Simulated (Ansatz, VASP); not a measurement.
**Re: VASP beside Ansatz**

File INCAR:

```
ALGO = Normal
EDIFF = 1E-6
ENCUT = 520
GGA = RE
ISIF = 2
ISMEAR = -1
LASPH = True
LCHARG = False
LREAL = False
LWAVE = False
NBANDS = 14
NELM = 100
PREC = Accurate
SIGMA = 0.1
```

Contents of KPOINTS:

```
k-points
0
Gamma
  11 11 11
```

POSCAR

```
Re
1.0
    0.0000000000      2.8351881530      2.8351881530
    2.8351881530      0.0000000000      2.8351881530
    2.8351881530      2.8351881530      0.0000000000
Re
2
Direct
    0.1250000000      0.1250000000      0.1250000000
    0.8750000000      0.8750000000      0.8750000000
```

Input for Ansatz:

```yaml
crystal:
  lattice:
    - [0.0, 2.835188153, 2.835188153]
    - [2.835188153, 0.0, 2.835188153]
    - [2.835188153, 2.835188153, 0.0]
  atoms:
    - { symbol: Re, position: [0.125, 0.125, 0.125] }
    - { symbol: Re, position: [0.875, 0.875, 0.875] }
hamiltonian:
  xc: revpbe
  pseudopotentials:
    kind: paw
    azcp:
      Re: "pseudopotentials/Re.paw.azcp"
basis:
  ecutwfc: 420
  fft_grid_basis: typed
kpoints:
  mp_grid: { grid: [11, 11, 11], shift: [0, 0, 0] }
magnetization:
  spin_polarized: false
scf:
  occupations: { method: fermi_dirac, width: 0.1 }
  lower_state_search: "off"
output:
  stress: true
  write_density: true
  write_potential: true
  elf: true
  volumetric_format: npy
```

Alike in both runs: task single point; functional revPBE; k mesh 11 × 11 × 11; occupations fermi-dirac, width 0.1 eV; no spin polarisation.

```csv
,VASP,Ansatz
version,VASP 6.6.1,Ansatz 0.2.0
potentials or method,"VASP PAW PBE potentials, release 64 (Re), cutoff 520 eV","plane waves (420 eV) with PAW, scalar-relativistic"
valence electrons in the cell,14,30
```

Ansatz gave:

| Quantity | Value |
| --- | --- |
| pressure (GPa) | 0.0 |

Problem. Estimate VASP's values.

Solution. Pressure (GPa): -1.7.

VASP's potentials were made for PBE, not for revPBE. VASP's potentials hold 14 valence electrons a cell and Ansatz's 30, so a difference there can come from the potentials and not from the codes.

Neither program's run includes spin-orbit coupling.
